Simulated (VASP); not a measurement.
# BN (P6_3/mmc) in VASP: notebook

BN is run at these levels: PBEsol; tasks: relaxation of cell and atoms.

Program: VASP 6.6.1. These are calculated values, not measurements. Logs are shortened: lines on timing, memory, paths and dates and some standing lists are left out, and cuts for length are marked.

### Step 1. The cell of the first run

The structure is hexagonal, space group P6_3/mmc (No. 194). The conventional cell has a = 2.498 Å, b = 2.498 Å, c = 6.249 Å, α = 90.00°, β = 90.00°, γ = 120.00°. B (site symmetry -6m2) has 3 N at 1.44 Å within 1.9 Å. N (site symmetry -6m2) has 3 B at 1.44 Å within 1.9 Å.

### Step 2. Relaxation of cell and atoms, PBEsol, target pressure 8 GPa, at which the enthalpy is minimised

Input file INCAR:

```
SYSTEM = BN
ALGO = Normal ; EDIFF = 1E-7
EDIFFG = -0.001 ; ENCUT = 600
GGA = PS ; IBRION = 2
ISIF = 3 ; ISMEAR = 0
LASPH = .TRUE. ; LCHARG = .FALSE.
LREAL = .FALSE. ; LWAVE = .FALSE.
NELM = 100 ; NSW = 80
PREC = Accurate ; PSTRESS = 80.0
SIGMA = 0.01
```

Input file KPOINTS:

```
k-points
0
G
  12 12 4
  0 0 0
```

Input file POSCAR:

```
BN
1.0
    2.4984625992      0.0000000000      0.0000000000
   -1.2492312996      2.1637320813      0.0000000000
    0.0000000000      0.0000000000      6.2492234470
B N
2 2
Direct
    0.3333333333      0.6666666667      0.2500000000
    0.6666666667      0.3333333333      0.7500000000
    0.3333333333      0.6666666667      0.7500000000
    0.6666666667      0.3333333333      0.2500000000
```

Potentials or basis: VASP PAW PBE potentials, release 64 (B, N).

Started as:

```bash
> cat potpaw_PBE.64/B/POTCAR potpaw_PBE.64/N/POTCAR > POTCAR
> mpirun -np 1 vasp_std > vasp.out
```

OUTCAR:

```text
SYSTEM = BN
   EDIFF = 1E-7
   EDIFFG = -0.001
   ENCUT = 600
   GGA = PS
   IBRION = 2
   ISIF = 3
   ISMEAR = 0
   LASPH = .TRUE.
   LREAL = .FALSE.
   NELM = 100
   NSW = 80
   PREC = Accurate
   PSTRESS = 80.0

 ion  position               nearest neighbor table
   1  0.333  0.667  0.250-   4 1.44   4 1.44   4 1.44
   2  0.667  0.333  0.750-   3 1.44   3 1.44   3 1.44
   3  0.333  0.667  0.750-   2 1.44   2 1.44   2 1.44
   4  0.667  0.333  0.250-   1 1.44   1 1.44   1 1.44

  LATTYP: Found a hexagonal cell.
 ALAT       =     2.4984625992
 C/A-ratio  =     2.5012275345

  Lattice vectors:

 A1 = (   2.4984625992,   0.0000000000,   0.0000000000)
 A2 = (  -1.2492312996,   2.1637320813,   0.0000000000)
 A3 = (   0.0000000000,   0.0000000000,   6.2492234470)

Analysis of symmetry for initial positions (statically):
=====================================================================
 Subroutine PRICEL returns:
 Original cell was already a primitive cell.

 Routine SETGRP: Setting up the symmetry group for a
 hexagonal supercell.

 Subroutine GETGRP returns: Found 24 space group operations
 (whereof 12 operations were pure point group operations)
 out of a pool of 24 trial point group operations.

The static configuration has the point symmetry D_3d.
 The point group associated with its full space group is D_6h.

Analysis of symmetry for dynamics (positions and initial velocities):
=====================================================================
 Subroutine PRICEL returns:
 Original cell was already a primitive cell.

 Routine SETGRP: Setting up the symmetry group for a
 hexagonal supercell.

 Subroutine GETGRP returns: Found 24 space group operations
 (whereof 12 operations were pure point group operations)
 out of a pool of 24 trial point group operations.

The dynamic configuration has the point symmetry D_3d.
 The point group associated with its full space group is D_6h.

 Subroutine INISYM returns: Found 24 space group operations
 (whereof 12 operations are pure point group operations),
 and found     1 'primitive' translations

----------------------------------------------------------------------------------------

                                     Primitive cell

  volume of cell :      33.7833

  direct lattice vectors                    reciprocal lattice vectors
     2.498462599  0.000000000  0.000000000     0.400246135  0.231082214  0.000000000
    -1.249231300  2.163732081  0.000000000     0.000000000  0.462164428  0.000000000
     0.000000000  0.000000000  6.249223447     0.000000000  0.000000000  0.160019882

  length of vectors
     2.498462599  2.498462599  6.249223447     0.462164428  0.462164428  0.160019882

  position of ions in fractional coordinates (direct lattice)
     0.333333333  0.666666667  0.250000000
[... 101 lines left out ...]
     AMIX     =   0.40;   BMIX     =  1.00
     AMIX_MAG =   1.60;   BMIX_MAG =  1.00
  volume/ion in A,a.u.               =       8.45        57.00
  Fermi-wavevector in a.u.,A,eV,Ry     =   1.276088  2.411457 22.155742  1.628401
  Thomas-Fermi vector in A             =   2.408764
   LORBIT       =      0    0 simple, 1 ext, 2 COOP (PROOUT), +10 PAW based schemes
   GGA     = PS    functional components
   LHFCALC =     F    Hartree Fock is set to
   AEXX    =    0.0000 exact exchange contribution
   IVDW    =     0    specifies the selected vdW correction
   LEPSILON=     F    determine dielectric tensor
   LRPA    =     F    only Hartree local field effects (RPA)
 conjugate gradient relaxation of ions
 non-spin polarized calculation
 Gauss-broadening in eV      SIGMA  =   0.01
  energy-cutoff  :      600.00
  volume of cell :       33.78
 maximum number of plane-waves:      1155
 NGX is ok and might be reduce to    20
   NGX =  9   NGY =  9   NGZ = 25

--------------------------------------- Ionic step        1  -------------------------------------------

 number of electron      16.0000000 magnetization

 Free energy of the ion-electron system (eV)
  ---------------------------------------------------
  ext. energy  EPLUGINS =         0.00000000
  ---------------------------------------------------
  free energy    TOTEN  =       -36.54554529 eV

  energy without entropy =      -36.54554529  energy(sigma->0) =      -36.54554529

------------------------ aborting loop because EDIFF is reached ----------------------------------------

  FORCE on cell =-STRESS in cart. coord.  units (eV):
  Direction    XX          YY          ZZ          XY          YZ          ZX
  --------------------------------------------------------------------------------------
  -------------------------------------------------------------------------------------
  Total        0.7044216      0.7044216      0.5735913      0.0000000      0.0000000      0.0000000
  in kB       33.4072604     33.4072604     27.2026192      0.0000000      0.0000000      0.0000000
  external PRESSURE =     -48.6609533 kB  Pullay stress =      80.0000000 kB
[... 307 lines left out ...]
--------------------------------------- Ionic step        9  -------------------------------------------

 number of electron      16.0000000 magnetization

 Free energy of the ion-electron system (eV)
  ---------------------------------------------------
  ext. energy  EPLUGINS =         0.00000000
  ---------------------------------------------------
  free energy    TOTEN  =       -36.45963637 eV

  energy without entropy =      -36.45963637  energy(sigma->0) =      -36.45963637

 E-fermi :   3.6536     XC(G=0): -11.2515

 val. band max:        3.5665997019   @ k =   0.3333   0.2500   0.0000
 cond. band min:       7.5546169539   @ k =   0.5000   0.0000   0.2500
 fundamental gap:      3.9880172520
 Fermi energy:         3.6536059386

 k-point     1 :       0.0000    0.0000    0.0000
  band No.  band energies     occupation
      1     -14.6330      2.00000
      2     -13.8324      2.00000
      3      -3.6658      2.00000
      4       0.3548      2.00000
      5       2.1561      2.00000
      6       2.1561      2.00000
      7       2.2921      2.00000
      8       2.2921      2.00000
      9       9.7305      0.00000
     10      14.9869      0.00000
     11      14.9869      0.00000
     12      15.3564      0.00000
[... 331 lines left out ...]
 k-point    24 :       0.3333   -0.0000    0.2500
  band No.  band energies     occupation
      1     -12.4680      2.00000
      2     -12.0487      2.00000
      3      -3.5268      2.00000
      4      -3.3227      2.00000
      5      -0.3153      2.00000
      6      -0.1500      2.00000
      7      -0.0029      2.00000
      8       2.0172      2.00000
      9      10.0507      0.00000
     10      11.4462      0.00000
     11      13.1856      0.00000
     12      13.6905      0.00000

 [... further k-points ...]
[... 5 lines left out ...]
  --------------------------------------------------------------------------------------
  -------------------------------------------------------------------------------------
  Total        1.5523441      1.5523441      1.5478198      0.0000000      0.0000000      0.0000000
  in kB       80.0826178     80.0826178     79.8492153      0.0000000      0.0000000      0.0000000
  external PRESSURE =       0.0048169 kB  Pullay stress =      80.0000000 kB
[... 23 lines left out ...]
  energy  without entropy=      -36.4596363702  energy(sigma->0) =      -36.45963637

  enthalpy is  TOTEN    =       -34.9088937667 eV   P V=        1.5507426035

 reached required accuracy - stopping structural energy minimisation
```

Run time: 1.8 min. Hardware: 1 thread of Intel Xeon Platinum 8488C (Sapphire Rapids), shared host; peak memory 0.16 GiB.

What came out:

```yaml
Free_energy: -36.4596 eV
Relaxed_volume: 7.76 Å³/atom
Relaxed_cell: a = 2.491 Å, b = 2.491 Å, c = 5.780 Å, α = 90.00°, β = 90.00°, γ = 120.00°
Space_group_after_relaxing_to_0.1_Å: P6_3/mmc (No. 194)
Energy_change_on_relaxing_the_run_minimises_the_enthalpy: +21.5 meV/atom
Ionic_steps: 9
Pressure_after_relaxing: 8.0 GPa
Band_gap_on_the_k_mesh: 3.99 eV (least direct gap 4.23 eV)
```

Step by step:
| step | energy change (eV) | largest force (eV/Å) | pressure (GPa) | volume (Å³) |
| --- | --- | --- | --- | --- |
| 1 | 0.0000 | 0.0000 | 3.13 | 33.78 |
| 2 | 0.0612 | 0.0000 | 13.41 | 32.54 |
| 3 | 0.0219 | 0.0000 | 8.21 | 33.15 |
| 4 | 0.0322 | 0.0000 | 8.19 | 32.61 |
| 5 | 0.0709 | 0.0000 | 8.44 | 31.39 |
| 6 | 0.0932 | 0.0000 | 8.67 | 30.92 |
| 7 | 0.0890 | 0.0000 | 8.63 | 31.00 |
| 8 | 0.0774 | 0.0000 | 5.93 | 31.26 |
| 9 | 0.0859 | 0.0000 | 8.00 | 31.06 |

Final structure:
```
CELL_PARAMETERS angstrom
2.49092 0.00000 0.00000
-1.24546 2.15720 0.00000
0.00000 0.00000 5.77974
ATOMIC_POSITIONS crystal
B 0.33333 0.66667 0.25000
B 0.66667 0.33333 0.75000
N 0.33333 0.66667 0.75000
N 0.66667 0.33333 0.25000
```

Levels at points of the mesh, in eV from the valence-band top:
| k point | band 6 | band 7 | band 8 | band 9 | band 10 | band 11 |
| --- | --- | --- | --- | --- | --- | --- |
| (0.00, 0.00, 0.00) | -1.41 | -1.27 | -1.27 | 6.16 | 11.42 | 11.42 |
| (0.50, 0.00, 0.00) | -4.10 | -2.18 | -0.23 | 4.00 | 6.39 | 9.73 |
| (0.00, 0.00, 0.50) | -1.34 | -1.34 | -1.34 | 9.33 | 9.33 | 11.59 |
| (0.50, 0.00, 0.50) | -4.21 | -1.06 | -1.06 | 4.55 | 4.55 | 10.02 |

Caveat: the cell is relaxed towards a set pressure, so the run minimises the enthalpy, not the energy; the PAW data sets were made with another functional, which shifts forces and pressure a little. A k mesh can miss the band edges.

### Step 3. Relaxation of cell and atoms, PBEsol

This run uses another cell than the first one, of 9.53 Å³/atom.

Input file INCAR:

```
ALGO = Normal
EDIFF = 1E-6
EDIFFG = -0.001
ENCUT = 600
GGA = PS
IBRION = 2
ISIF = 3
ISMEAR = 0
LASPH = T
LCHARG = F
LREAL = F
LWAVE = F
NELM = 60
NSW = 80
PREC = Accurate
SIGMA = 0.01
```

Input file KPOINTS:

```
k-points
0
Gamma
  12 12 4
```

Input file POSCAR:

```
BN
1.0
    2.5043488508      0.0000000000      0.0000000000
   -1.2521744254      2.1688297247      0.0000000000
    0.0000000000      0.0000000000      7.0190941495
B N
2 2
Direct
    0.3333333333      0.6666666667      0.2500000000
    0.6666666667      0.3333333333      0.7500000000
    0.3333333333      0.6666666667      0.7500000000
    0.6666666667      0.3333333333      0.2500000000
```

Potentials or basis: VASP PAW PBE potentials, release 64 (B, N).

Started as:

```bash
> cat potpaw_PBE.64/B/POTCAR potpaw_PBE.64/N/POTCAR > POTCAR
> mpirun -np 1 vasp_std > vasp.out
```

Wall time 3.2 min (1 thread of Intel Xeon Platinum 8488C (Sapphire Rapids), shared host); peak memory 0.17 GiB.

The run converged. Its results:

* Free energy: -36.5784 eV
* Relaxed volume: 9.34 Å³/atom
* Relaxed cell: a = 2.505 Å, b = 2.505 Å, c = 6.876 Å, α = 90.00°, β = 90.00°, γ = 120.00°
* Space group after relaxing (to 0.1 Å): P6_3/mmc (No. 194)
* Energy gained by relaxing: 0.2 meV/atom
* Ionic steps: 19
* Pressure after relaxing: 0.0 GPa
* Band gap on the k mesh: 4.22 eV (least direct gap 4.59 eV)

The path:
```tsv
step	energy change (eV)	largest force (eV/Å)	pressure (GPa)	volume (Å³)
1	0.0000	0.0000	0.12	38.12
2	0.0000	0.0000	-0.45	38.16
3	0.0000	0.0000	-0.13	38.14
4	-0.0001	0.0000	-0.14	38.11
5	-0.0002	0.0000	-0.16	38.03
6	-0.0004	0.0000	-0.20	37.87
7	-0.0006	0.0000	-0.28	37.55
8	-0.0006	0.0000	-0.07	37.49
9	-0.0006	0.0000	0.01	37.47
10	-0.0006	0.0000	0.07	37.45
11	-0.0006	0.0000	0.07	37.46
12	-0.0006	0.0000	0.03	37.46
13	-0.0006	0.0000	0.03	37.46
14	-0.0006	0.0000	0.05	37.43
15	-0.0006	0.0000	0.09	37.38
16	-0.0006	0.0000	0.01	37.37
17	-0.0006	0.0000	-0.06	37.37
18	-0.0006	0.0000	-0.03	37.37
19	-0.0006	0.0000	-0.01	37.37
```

Final structure:
```
CELL_PARAMETERS angstrom
2.50512 0.00000 0.00000
-1.25256 2.16950 0.00000
0.00000 0.00000 6.87648
ATOMIC_POSITIONS crystal
B 0.33333 0.66667 0.25000
B 0.66667 0.33333 0.75000
N 0.33333 0.66667 0.75000
N 0.66667 0.33333 0.25000
```

Levels at points of the mesh, in eV from the valence-band top:
| k point | band 4 | band 5 | band 6 | band 7 | band 8 | band 9 | band 10 | band 11 | band 12 |
| --- | --- | --- | --- | --- | --- | --- | --- | --- | --- |
| (0.00, 0.00, 0.00) | -4.30 | -1.31 | -1.31 | -1.28 | -1.28 | 4.86 | 9.76 | 11.51 | 11.51 |
| (0.50, 0.00, 0.00) | -8.86 | -4.13 | -4.08 | -1.36 | -0.51 | 4.22 | 5.44 | 9.41 | 9.90 |
| (0.00, 0.00, 0.50) | -5.32 | -1.29 | -1.29 | -1.29 | -1.29 | 7.07 | 7.07 | 11.55 | 11.55 |
| (0.50, 0.00, 0.50) | -8.89 | -4.11 | -4.11 | -0.92 | -0.92 | 4.66 | 4.66 | 9.81 | 9.81 |

Caveat: the PAW data sets were made with another functional, which shifts forces and pressure a little; this functional lacks dispersion, which binds layers or chains, so the pressure and a relaxed spacing across them are unreliable.

### Step 4. Relaxation of cell and atoms, PBEsol, target pressure 3 GPa, at which the enthalpy is minimised

This run uses another cell than the first one, of 9.55 Å³/atom.

Input file INCAR:

```
SYSTEM = BN
PREC = Accurate
ENCUT = 600
EDIFF = 1E-7
ISMEAR = 0
SIGMA = 0.01
LREAL = .False.
LASPH = .True.
NELM = 100
ALGO = Normal
ISIF = 3
LWAVE = .False.
LCHARG = .False.
GGA = PS
IBRION = 2
NSW = 80
EDIFFG = -0.001
PSTRESS = 30.0
```

Input file KPOINTS:

```
Automatic mesh
0
Gamma
  12 12 4
  0 0 0
```

Input file POSCAR:

```
BN
1.0
    2.5043124709      0.0000000000      0.0000000000
   -1.2521562355      2.1687982188      0.0000000000
    0.0000000000      0.0000000000      7.0337068085
B N
2 2
Direct
    0.3333333333      0.6666666667      0.2500000000
    0.6666666667      0.3333333333      0.7500000000
    0.3333333333      0.6666666667      0.7500000000
    0.6666666667      0.3333333333      0.2500000000
```

Started as:

```bash
> cat potpaw_PBE.64/B/POTCAR potpaw_PBE.64/N/POTCAR > POTCAR
> mpirun -np 1 vasp_std > vasp.out
```

Wall time 3.5 min (1 thread of Intel Xeon Platinum 8488C (Sapphire Rapids), shared host); peak memory 0.17 GiB.

It converged, with:

```
Free energy                                                : -36.5512 eV
Relaxed volume                                             : 8.40 Å³/atom
Relaxed cell                                               : a = 2.499 Å, b = 2.499 Å, c = 6.213 Å, α = 90.00°, β = 90.00°, γ = 120.00°
Space group after relaxing (to 0.1 Å)                      : P6_3/mmc (No. 194)
Energy change on relaxing (the run minimises the enthalpy) : +6.6 meV/atom
Ionic steps                                                : 13
Pressure after relaxing                                    : 3.0 GPa
Band gap on the k mesh                                     : 4.03 eV (least direct gap 4.37 eV)
```

The path:
```
step  energy change (eV)  largest force (eV/Å)  pressure (GPa)  volume (Å³)
   1              0.0000                0.0000            0.11        38.20
   2              0.0157                0.0000            5.72        37.26
   3              0.0051                0.0000            3.22        37.67
   4              0.0044                0.0000            3.22        37.21
   5              0.0055                0.0000            3.30        35.85
   6              0.0369                0.0000            4.15        33.12
   7              0.0259                0.0000            3.89        33.67
   8              0.0283                0.0000            3.94        33.53
   9              0.0261                0.0000           -1.78        34.13
  10              0.0262                0.0000            2.99        33.63
  11              0.0262                0.0000            3.00        33.63
  12              0.0263                0.0000            3.00        33.62
  13              0.0266                0.0000            3.02        33.61
```

Final structure:
```
B N
1.0
     2.49923    0.00000    0.00000
    -1.24962    2.16440    0.00000
     0.00000    0.00000    6.21262
B N
2 2
Cartesian
  0.0000 1.4429 1.5532
  1.2496 0.7215 4.6595
  0.0000 1.4429 4.6595
  1.2496 0.7215 1.5532
```

Levels at points of the mesh, in eV from the valence-band top:
```
           k point  band 5  band 6  band 7  band 8  band 9  band 10  band 11  band 12
(0.00, 0.00, 0.00)   -1.37   -1.37   -1.30   -1.30    5.47    10.93    11.45    11.45
(0.50, 0.00, 0.00)   -4.23   -4.11   -1.79   -0.34    4.03     5.89     9.52     9.81
(0.00, 0.00, 0.50)   -1.33   -1.33   -1.33   -1.33    8.26     8.26    11.55    11.55
(0.50, 0.00, 0.50)   -4.17   -4.17   -1.01   -1.01    4.57     4.57     9.90     9.90
```

Caveat: the cell is relaxed towards a set pressure, so the run minimises the enthalpy, not the energy; the PAW data sets were made with another functional, which shifts forces and pressure a little; this functional lacks dispersion, which binds layers or chains, so the pressure and a relaxed spacing across them are unreliable.

### Step 5. The runs side by side

```tsv
cell	gap on the mesh (eV)	pressure (GPa)
relaxed to 8 GPa from a = 2.498, b = 2.498, c = 6.249 Å, angles 90.0, 90.0, 120.0°, 4 atoms	3.99	8.0
relaxed from a = 2.504, b = 2.504, c = 7.019 Å, angles 90.0, 90.0, 120.0°, 4 atoms	4.22	0.0
relaxed to 3 GPa from a = 2.504, b = 2.504, c = 7.034 Å, angles 90.0, 90.0, 120.0°, 4 atoms	4.03	3.0
```

Alike in all rows: task relaxation of cell and atoms; level PBEsol; potentials or basis VASP PAW PBE potentials, release 64 (B, N); no spin polarisation; k mesh 12 × 12 × 4; cutoff (eV) 600; smearing gaussian 0.01 eV.

Caveats: the PAW data sets were made with another functional, which shifts forces and pressure a little; the cell is relaxed towards a set pressure, so the run minimises the enthalpy, not the energy (at least some runs); this functional lacks dispersion, which binds layers or chains, so the pressure and a relaxed spacing across them are unreliable (at least some runs).

Absolute energies hang on the potentials; compare differences alone.
